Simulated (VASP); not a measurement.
# Ba (P6_3/mmc) in VASP: further runs

Runs on Ba. Level: PBEsol. Tasks: single point.

All numbers are computed with VASP 6.6.1; they aren't measurements. Logs are shortened: lines on timing, memory, paths and dates and some standing lists are left out, and cuts for length are marked.

## (1) The cell of the first run

The structure is hexagonal, space group P6_3/mmc (No. 194). The conventional cell has a = 4.340 Å, b = 4.340 Å, c = 7.101 Å, α = 90.00°, β = 90.00°, γ = 120.00°. Within 5.7 Å of Ba (site symmetry -6m2) lie 12 Ba at 4.34 to 4.35 Å.

## (2) Single point, PBEsol

INCAR reads:

```
SYSTEM = Ba
  PREC = Accurate
  ENCUT = 520
  EDIFF = 1E-6
  ISMEAR = -1
  SIGMA = 0.1
  LREAL = .False.
  LASPH = .True.
  NELM = 60
  ALGO = Normal
  ISIF = 2
  LWAVE = .False.
  LCHARG = .True.
  GGA = PS
  LELF = .True.
  LVHAR = .True.
  NBANDS = 17
```

KPOINTS reads:

```
Automatic mesh
0
Gamma
  10 10 5
  0 0 0
```

POSCAR reads:

```
Ba
1.0
    4.3403842423      0.0000000000      0.0000000000
   -2.1701921212      3.7588830160      0.0000000000
    0.0000000000      0.0000000000      7.1012127058
Ba
2
Direct
    0.3333333333      0.6666666667      0.2500000000
    0.6666666667      0.3333333333      0.7500000000
```

Potentials or basis: VASP PAW PBE potentials, release 64 (Ba_sv).

Run with:

```
> cat potpaw_PBE.64/Ba_sv/POTCAR > POTCAR
> mpirun -np 1 vasp_std > vasp.out
```

OUTCAR:

```text
SYSTEM = Ba
   PREC = Accurate
   ENCUT = 520
   EDIFF = 1E-6
   ISMEAR = -1
   LREAL = .False.
   LASPH = .True.
   NELM = 60
   ISIF = 2
   GGA = PS

 ion  position               nearest neighbor table
   1  0.333  0.667  0.250-   2 4.35   2 4.35   2 4.35   2 4.35   2 4.35   2 4.35
   2  0.667  0.333  0.750-   1 4.35   1 4.35   1 4.35   1 4.35   1 4.35   1 4.35

  LATTYP: Found a hexagonal cell.
 ALAT       =     4.3403842423
 C/A-ratio  =     1.6360792753

  Lattice vectors:

 A1 = (   4.3403842423,   0.0000000000,   0.0000000000)
 A2 = (  -2.1701921212,   3.7588830160,   0.0000000000)
 A3 = (   0.0000000000,   0.0000000000,   7.1012127058)

Analysis of symmetry for initial positions (statically):
=====================================================================
 Subroutine PRICEL returns:
 Original cell was already a primitive cell.

 Routine SETGRP: Setting up the symmetry group for a
 hexagonal supercell.

 Subroutine GETGRP returns: Found 24 space group operations
 (whereof 12 operations were pure point group operations)
 out of a pool of 24 trial point group operations.

The static configuration has the point symmetry D_3d.
 The point group associated with its full space group is D_6h.

Analysis of symmetry for dynamics (positions and initial velocities):
=====================================================================
 Subroutine PRICEL returns:
 Original cell was already a primitive cell.

 Routine SETGRP: Setting up the symmetry group for a
 hexagonal supercell.

 Subroutine GETGRP returns: Found 24 space group operations
 (whereof 12 operations were pure point group operations)
 out of a pool of 24 trial point group operations.

The dynamic configuration has the point symmetry D_3d.
 The point group associated with its full space group is D_6h.

 Subroutine INISYM returns: Found 24 space group operations
 (whereof 12 operations are pure point group operations),
 and found     1 'primitive' translations

----------------------------------------------------------------------------------------

                                     Primitive cell

  volume of cell :     115.8563

  direct lattice vectors                    reciprocal lattice vectors
     4.340384242  0.000000000  0.000000000     0.230394349  0.133018239  0.000000000
    -2.170192121  3.758883016  0.000000000     0.000000000  0.266036478  0.000000000
     0.000000000  0.000000000  7.101212706     0.000000000  0.000000000  0.140821018

  length of vectors
     4.340384242  4.340384242  7.101212706     0.266036478  0.266036478  0.140821018

  position of ions in fractional coordinates (direct lattice)
     0.333333333  0.666666667  0.250000000
     0.666666667  0.333333333  0.750000000

  ion indices of the primitive-cell ions
   primitive index   ion index
                 1           1
                 2           2

----------------------------------------------------------------------------------------

 KPOINTS: Automatic mesh

Automatic generation of k-mesh.
 Grid dimensions read from file:
 generate k-points for:   10   10    5

 Generating k-lattice:

  Cartesian coordinates                     Fractional coordinates (reciprocal lattice)
     0.023039435  0.013301824  0.000000000     0.100000000 -0.000000000  0.000000000
     0.000000000  0.026603648  0.000000000     0.000000000  0.100000000  0.000000000
     0.000000000  0.000000000  0.028164204     0.000000000  0.000000000  0.200000000

  Length of vectors
     0.026603648  0.026603648  0.028164204

  Shift w.r.t. Gamma in fractional coordinates (k-lattice)
     0.000000000  0.000000000  0.000000000

 Subroutine IBZKPT returns following result:
 ===========================================

 Found     42 irreducible k-points:

 Following reciprocal coordinates:
            Coordinates               Weight
  0.000000  0.000000  0.000000      1.000000
  0.100000  0.000000  0.000000      6.000000
  0.200000  0.000000  0.000000      6.000000
  0.300000  0.000000  0.000000      6.000000
  0.400000  0.000000  0.000000      6.000000
  0.500000 -0.000000  0.000000      3.000000
[... 16 lines left out ...]
  0.300000  0.100000  0.200000     24.000000
  0.400000  0.100000  0.200000     24.000000
 [... further k-points ...]
   k-points           NKPTS =     42   k-points in BZ     NKDIM =     42   number of bands    NBANDS=     17
   number of dos      NEDOS =    301   number of ions     NIONS =      2
   total plane-waves  NPLWV =  55296
   dimension x,y,z NGX =    32 NGY =   32 NGZ =   54
   dimension x,y,z NGXF=    64 NGYF=   64 NGZF=  108
   ions per type =               2
   NGX,Y,Z   is equivalent  to a cutoff of  12.26, 12.26, 12.64 a.u.
   NGXF,Y,Z  is equivalent  to a cutoff of  24.51, 24.51, 25.28 a.u.
 SYSTEM =  Ba
   PREC   = accura    normal or accurate (medium, high low for compatibility)
   ISTART =      0    job   : 0-new  1-cont  2-samecut
   ICHARG =      2    charge: 1-file 2-atom 10-const
   ISPIN  =      1    spin polarized calculation?
   LNONCOLLINEAR =      F non collinear calculations
   LSORBIT =      F    spin-orbit coupling
   LASPH  =      T    aspherical Exc in radial PAW
   ENCUT  =  520.0 eV  38.22 Ry    6.18 a.u.   8.07  8.07 13.20*2*pi/ulx,y,z
   NELM   =     60;   NELMIN=  2; NELMDL= -5     # of ELM steps
   EDIFF  = 0.1E-05   stopping-criterion for ELM
   LREAL  =      F    real-space projection
   EDIFFG = 0.1E-04   stopping-criterion for IOM
   NSW    =      0    number of steps for IOM
   IBRION =     -1    ionic relax: 0-MD 1-quasi-New 2-CG
   NFREE  =      0    steps in history (QN), initial steepest desc. (CG)
   ISIF   =      2    stress and relaxation
   ISYM   =      2    0-nonsym 1-usesym 2-fastsym
   POTIM  = 0.5000    time-step for ionic-motion
   TEBEG  =    0.0;   TEEND  =   0.0 temperature during run
   PSTRESS=    0.0 pullay stress
   NELECT =      20.0000    total number of electrons
   NUPDOWN=      -1.0000    fix difference up-down
   EMIN   =  10.00;   EMAX   =-10.00  energy-range for DOS
   EFERMI =   0.00;   METHOD = LEGACY
   ISMEAR =    -1;   SIGMA  =   0.10  broadening in eV -4-tet -1-fermi 0-gaus
   EFERMI_NEDOS =   21; number of points for ismear=-14 and -15
   IALGO  =     38    algorithm
   IMIX   =      4    mixing-type and parameters
     AMIX     =   0.40;   BMIX     =  1.00
     AMIX_MAG =   1.60;   BMIX_MAG =  1.00
  volume/ion in A,a.u.               =      57.93       390.92
  Fermi-wavevector in a.u.,A,eV,Ry     =   0.911545  1.722571 11.305286  0.830915
  Thomas-Fermi vector in A             =   2.035837
   LORBIT       =      0    0 simple, 1 ext, 2 COOP (PROOUT), +10 PAW based schemes
   GGA     = PS    functional components
   LHFCALC =     F    Hartree Fock is set to
   AEXX    =    0.0000 exact exchange contribution
   IVDW    =     0    specifies the selected vdW correction
   LEPSILON=     F    determine dielectric tensor
   LRPA    =     F    only Hartree local field effects (RPA)
 non-spin polarized calculation
  energy-cutoff  :      520.00
  volume of cell :      115.86
 maximum number of plane-waves:      3136
   NGX = 17   NGY = 17   NGZ = 27

 number of electron      19.9999999 magnetization

 Free energy of the ion-electron system (eV)
  ---------------------------------------------------
  ext. energy  EPLUGINS =         0.00000000
  ---------------------------------------------------
  free energy    TOTEN  =        -4.32418872 eV

  energy without entropy =       -4.21871885  energy(sigma->0) =       -4.27145378

 E-fermi :   1.8364     XC(G=0):  -7.7821

 val. band max:        1.8320169935   @ k =   0.4000   0.2000   0.0000
 cond. band min:       1.8373000016   @ k =   0.3000   0.3000   0.0000
 fundamental gap:      0.0052830081
 Fermi energy:         1.8364242000

 k-point     1 :       0.0000    0.0000    0.0000
  band No.  band energies     occupation
      1     -26.8756      2.00000
      2     -26.8175      2.00000
      3     -12.3638      2.00000
      4     -11.8359      2.00000
      5     -11.8359      2.00000
      6     -11.7575      2.00000
[... 9 lines left out ...]
     16       4.1434      0.00000
     17       4.7172      0.00000

 k-point     2 :       0.1000    0.0000    0.0000
  band No.  band energies     occupation
      1     -26.8707      2.00000
      2     -26.8150      2.00000
      3     -12.3447      2.00000
      4     -11.8828      2.00000
      5     -11.8504      2.00000
      6     -11.8061      2.00000
[... 9 lines left out ...]
     16       4.3097      0.00000
     17       4.4407      0.00000

 k-point     3 :       0.2000    0.0000    0.0000
  band No.  band energies     occupation
      1     -26.8573      2.00000
      2     -26.8088      2.00000
      3     -12.2911      2.00000
      4     -12.0045      2.00000
      5     -11.9278      2.00000
      6     -11.8864      2.00000
[... 9 lines left out ...]
     16       4.3524      0.00000
     17       4.3688      0.00000

 k-point     4 :       0.3000    0.0000    0.0000
  band No.  band energies     occupation
      1     -26.8398      2.00000
      2     -26.8021      2.00000
      3     -12.2142      2.00000
      4     -12.1527      2.00000
      5     -12.0684      2.00000
      6     -11.9287      2.00000
[... 9 lines left out ...]
     16       4.9943      0.00000
     17       5.1495      0.00000
[... 343 lines left out ...]
      1     -26.8420      2.00000
      2     -26.8083      2.00000
      3     -12.2344      2.00000
      4     -12.0696      2.00000
      5     -12.0298      2.00000
      6     -11.9112      2.00000
[... 9 lines left out ...]
     16       4.6301      0.00000
     17       5.0701      0.00000

 k-point    23 :       0.3000    0.1000    0.2000
  band No.  band energies     occupation
      1     -26.8262      2.00000
      2     -26.8021      2.00000
      3     -12.2558      2.00000
      4     -12.1762      2.00000
      5     -12.0697      2.00000
      6     -11.9570      2.00000
[... 9 lines left out ...]
     16       5.1248      0.00000
     17       5.8353      0.00000

 k-point    24 :       0.4000    0.1000    0.2000
  band No.  band energies     occupation
      1     -26.8151      2.00000
      2     -26.7996      2.00000
      3     -12.3138      2.00000
      4     -12.2331      2.00000
      5     -12.0490      2.00000
      6     -11.9752      2.00000
[... 9 lines left out ...]
     16       5.7602      0.00000
     17       6.0691      0.00000

 [... further k-points ...]

------------------------ aborting loop because EDIFF is reached ----------------------------------------

  FORCE on cell =-STRESS in cart. coord.  units (eV):
  Direction    XX          YY          ZZ          XY          YZ          ZX
  --------------------------------------------------------------------------------------
  -------------------------------------------------------------------------------------
  Total        0.1060953      0.1060953      0.0567451     -0.0000000     -0.0000000      0.0000000
  in kB        1.4671923      1.4671923      0.7847286     -0.0000000     -0.0000000      0.0000000
  external PRESSURE =       1.2397044 kB  Pullay stress =       0.0000000 kB

 VOLUME and BASIS-vectors are now :
 -----------------------------------------------------------------------------
  energy-cutoff  :      520.00
  volume of cell :      115.86
      direct lattice vectors                 reciprocal lattice vectors
     4.340384242  0.000000000  0.000000000     0.230394349  0.133018239  0.000000000
    -2.170192121  3.758883016  0.000000000     0.000000000  0.266036478  0.000000000
     0.000000000  0.000000000  7.101212706     0.000000000  0.000000000  0.140821018

 POSITION                                       TOTAL-FORCE (eV/Angst)
 -----------------------------------------------------------------------------------
     -0.00000      2.50592      1.77530         0.000000     -0.000000      0.000000
      2.17019      1.25296      5.32591        -0.000000      0.000000      0.000000
 -----------------------------------------------------------------------------------
    total drift:                               -0.000000      0.000000     -0.000000

  FREE ENERGIE OF THE ION-ELECTRON SYSTEM (eV)
  ---------------------------------------------------
  free  energy   TOTEN  =        -4.3241887207 eV

  energy  without entropy=       -4.2187188456  energy(sigma->0) =       -4.27145378
```

It took 19 s on 1 thread of Intel Xeon 6975P-C (Granite Rapids), shared host; peak memory 0.25 GiB.

What came out:

```yaml
Free_energy: -4.3242 eV
Pressure: 0.1 GPa
Band_gap_on_the_k_mesh: zero (band 10 reaches 1.94 eV, above the bottom of band 11 at 1.58 eV)
```

Caveat: the PAW data sets were made with another functional, which shifts forces and pressure a little; spin-orbit coupling is left out, which moves the levels of the heavy elements.

## (3) Single point, PBEsol (volume scaled by 1.04)

INCAR reads:

```
SYSTEM = Ba
PREC = Accurate
ENCUT = 520
EDIFF = 1E-6
ISMEAR = -1
SIGMA = 0.1
LREAL = .FALSE.
LASPH = .TRUE.
NELM = 80
ALGO = Normal
ISIF = 2
LWAVE = .FALSE.
LCHARG = .TRUE.
GGA = PS
LELF = .TRUE.
LVHAR = .TRUE.
NBANDS = 17
```

KPOINTS reads:

```
regular mesh
0
G
  10 10 5
  0 0 0
```

POSCAR reads:

```
Ba
1.0
    4.3975011113      0.0000000000      0.0000000000
   -2.1987505556      3.8083476756      0.0000000000
    0.0000000000      0.0000000000      7.1946604314
Ba
2
Direct
    0.3333333333      0.6666666667      0.2500000000
    0.6666666667      0.3333333333      0.7500000000
```

Potentials or basis: VASP PAW PBE potentials, release 64 (Ba_sv).

Run with:

```
> cat potpaw_PBE.64/Ba_sv/POTCAR > POTCAR
> mpirun -np 1 vasp_std > vasp.out
```

OUTCAR:

```text
SYSTEM = Ba
   PREC = Accurate
   ENCUT = 520
   EDIFF = 1E-6
   ISMEAR = -1
   LREAL = .FALSE.
   LASPH = .TRUE.
   NELM = 80
   ISIF = 2
   GGA = PS

 ion  position               nearest neighbor table
   1  0.333  0.667  0.250-   2 4.40   2 4.40   2 4.40   2 4.40   2 4.40   2 4.40
   2  0.667  0.333  0.750-   1 4.40   1 4.40   1 4.40   1 4.40   1 4.40   1 4.40

  LATTYP: Found a hexagonal cell.
 ALAT       =     4.3975011113
 C/A-ratio  =     1.6360792753

  Lattice vectors:

[... 668 lines left out ...]

------------------------ aborting loop because EDIFF is reached ----------------------------------------

  FORCE on cell =-STRESS in cart. coord.  units (eV):
  Direction    XX          YY          ZZ          XY          YZ          ZX
  --------------------------------------------------------------------------------------
  -------------------------------------------------------------------------------------
  Total       -0.1432163     -0.1432163     -0.1660406     -0.0000000      0.0000000      0.0000000
  in kB       -1.9043650     -1.9043650     -2.2078622     -0.0000000      0.0000000      0.0000000
  external PRESSURE =      -2.0055307 kB  Pullay stress =       0.0000000 kB

 VOLUME and BASIS-vectors are now :
 -----------------------------------------------------------------------------
  energy-cutoff  :      520.00
  volume of cell :      120.49
      direct lattice vectors                 reciprocal lattice vectors
     4.397501111  0.000000000  0.000000000     0.227401875  0.131290534  0.000000000
    -2.198750556  3.808347676  0.000000000     0.000000000  0.262581068  0.000000000
     0.000000000  0.000000000  7.194660431     0.000000000  0.000000000  0.138991966

 POSITION                                       TOTAL-FORCE (eV/Angst)
 -----------------------------------------------------------------------------------
     -0.00000      2.53890      1.79867         0.000000      0.000000      0.000000
      2.19875      1.26945      5.39600        -0.000000      0.000000      0.000000
 -----------------------------------------------------------------------------------
    total drift:                               -0.000000      0.000000     -0.000000

  FREE ENERGIE OF THE ION-ELECTRON SYSTEM (eV)
  ---------------------------------------------------
  free  energy   TOTEN  =        -4.3228448257 eV

  energy  without entropy=       -4.2143528072  energy(sigma->0) =       -4.26859882
```

OSZICAR:

```text
N       E                     dE             d eps       ncg     rms          rms(c)
DAV:   1     0.140545003795E+03    0.14055E+03   -0.82308E+03  1428   0.957E+02
DAV:   2     0.545299154982E+01   -0.13509E+03   -0.13175E+03  2156   0.193E+02
DAV:   3    -0.392078122201E+01   -0.93738E+01   -0.93189E+01  1871   0.546E+01
DAV:   4    -0.432833228189E+01   -0.40755E+00   -0.40745E+00  2270   0.801E+00
DAV:   5    -0.433048894969E+01   -0.21567E-02   -0.21565E-02  1858   0.720E-01    0.239E+00
DAV:   6    -0.432574952265E+01    0.47394E-02   -0.62145E-03  2000   0.674E-01    0.141E+00
DAV:   7    -0.432270494232E+01    0.30446E-02   -0.11037E-02  1771   0.920E-01    0.553E-02
DAV:   8    -0.432283427636E+01   -0.12933E-03   -0.57324E-04  2374   0.107E-01    0.255E-02
DAV:   9    -0.432284437350E+01   -0.10097E-04   -0.71546E-06  1824   0.193E-02    0.727E-03
DAV:  10    -0.432284482571E+01   -0.45221E-06   -0.18159E-06  1499   0.838E-03
   1 F= -.43228448E+01 E0= -.42685988E+01  d E =-.108492E+00
```

stdout:

```text
POSCAR found type information on POSCAR Ba
 POSCAR found :  1 types and       2 ions
 scaLAPACK will be used
 -----------------------------------------------------------------------------
|                                                                             |
|                                                                             |
|     You enforced a specific xc type in the INCAR file but a different       |
|     I HOPE YOU KNOW WHAT YOU ARE DOING!                                     |
|                                                                             |
 -----------------------------------------------------------------------------

 LDA part: xc-table for (Slater+PW92), standard interpolation
 POSCAR, INCAR and KPOINTS ok, starting setup
 FFT: planning ... GRIDC
 FFT: planning ... GRID_SOFT
 FFT: planning ... GRID
 WAVECAR not read
 entering main loop
```

Wall time 24 s (1 thread of Intel Xeon 6975P-C (Granite Rapids), shared host); peak memory 0.27 GiB.

Results:

| Item | Value |
| --- | --- |
| Free energy | -4.3228 eV |
| Pressure | -0.2 GPa |
| Band gap on the k mesh | zero (band 10 reaches 1.81 eV, above the bottom of band 11 at 1.48 eV) |

Caveat: the PAW data sets were made with another functional, which shifts forces and pressure a little; spin-orbit coupling is left out, which moves the levels of the heavy elements.

## (4) Single point, PBEsol (volume scaled by 1.08)

INCAR reads:

```
ALGO = Normal ; EDIFF = 1E-7
ENCUT = 520 ; GGA = PS
ISIF = 2 ; ISMEAR = -1
LASPH = True ; LCHARG = False
LREAL = False ; LWAVE = False
NBANDS = 17 ; NELM = 60
PREC = Accurate ; SIGMA = 0.1
```

KPOINTS reads:

```
k-points
0
Gamma
  10 10 5
```

POSCAR reads:

```
Ba
1.0
    4.4531715922      0.0000000000      0.0000000000
   -2.2265857961      3.8565597263      0.0000000000
    0.0000000000      0.0000000000      7.2857417515
Ba
2
Direct
    0.3333333333      0.6666666667      0.2500000000
    0.6666666667      0.3333333333      0.7500000000
```

Run with:

```
> cat potpaw_PBE.64/Ba_sv/POTCAR > POTCAR
> mpirun -np 1 vasp_std > vasp.out
```

Run time: 26 s. Hardware: 1 thread of Intel Xeon 6975P-C (Granite Rapids), shared host; peak memory 0.28 GiB.

The run converged. Its results:

* Free energy: -4.3127 eV
* Pressure: -0.5 GPa
* Band gap on the k mesh: zero (band 10 reaches 1.69 eV, above the bottom of band 11 at 1.38 eV)

Levels at points of the mesh, in eV from the Fermi level:
```csv
k point,band 7,band 8,band 9,band 10,band 11,band 12,band 13,band 14
"(0.00, 0.00, 0.00)",-13.77,-13.77,-2.79,-0.98,1.10,1.75,1.77,1.77
"(0.50, 0.00, 0.00)",-13.88,-13.84,-0.73,-0.43,-0.19,0.61,1.38,1.66
```

Caveat: the PAW data sets were made with another functional, which shifts forces and pressure a little; spin-orbit coupling is left out, which moves the levels of the heavy elements.

[end of part 1 of 2]
